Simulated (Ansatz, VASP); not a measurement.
## ZrB: VASP beside Ansatz

The input INCAR:

```
SYSTEM = ZrB
  ALGO = Normal
  EDIFF = 1E-7
  ENCUT = 520
  GGA = CA
  ISIF = 2
  ISMEAR = 0
  LASPH = .True.
  LCHARG = .True.
  LELF = .True.
  LREAL = .False.
  LVHAR = .True.
  LWAVE = .False.
  NBANDS = 14
  NELM = 60
  PREC = Accurate
  SIGMA = 0.15
```

The input KPOINTS:

```
k-points
0
Gamma
  16 16 16
  0 0 0
```

Contents of POSCAR:

```
ZrB
1.0
    0.0000000000      2.4153850465      2.3267404153
    2.3591065749      0.0000000000      2.3267404153
    2.3591065749      2.4153850465      0.0000000000
Zr B
1 1
Direct
    0.0000000000      0.0000000000      0.0000000000
    0.5000000000      0.5000000000      0.5000000000
```

Input for Ansatz:

```yaml
crystal:
  lattice:
    - [0.0, 2.4153850465, 2.3267404153]
    - [2.3591065749, 0.0, 2.3267404153]
    - [2.3591065749, 2.4153850465, 0.0]
  atoms:
    - { symbol: Zr, position: [0.0, 0.0, 0.0] }
    - { symbol: B, position: [0.5, 0.5, 0.5] }
basis:
  ecutwfc: 520.0
kpoints:
  mp_grid: { grid: [16, 16, 16] }
hamiltonian:
  xc: lda
scf:
  occupations: { method: gaussian, width: 0.15 }
output:
  forces: true
  stress: true
  eigenvalues: true
```

Change from the starting cell: normal strain along x -0.0233, normal strain along z -0.0367.

Alike in both runs: task single point; functional LDA; k mesh 16 × 16 × 16; occupations gaussian, width 0.15 eV; no spin polarisation.

|  | VASP | Ansatz |
| --- | --- | --- |
| version | VASP 6.6.1 | Ansatz 0.2.0 |
| potentials or method | VASP PAW LDA potentials, release 64 (Zr_sv, B), cutoff 520 eV | scalar-relativistic, plane waves, PAW |
| valence electrons in the cell | 15 | 15 |

```csv
,VASP,Ansatz,Ansatz less VASP
gap on the k mesh at the Fermi level (eV),none,none,-
pressure (GPa),12.9,12.5,-0.40
"traceless stress, the component that is largest in VASP (GPa)",-8.23,-8.20,+0.032
```

LDA's correlation is that of Perdew and Zunger in VASP and of Perdew and Wang (1992) in Ansatz. A gap of «none» marks a metal or a gap that the smearing closes.
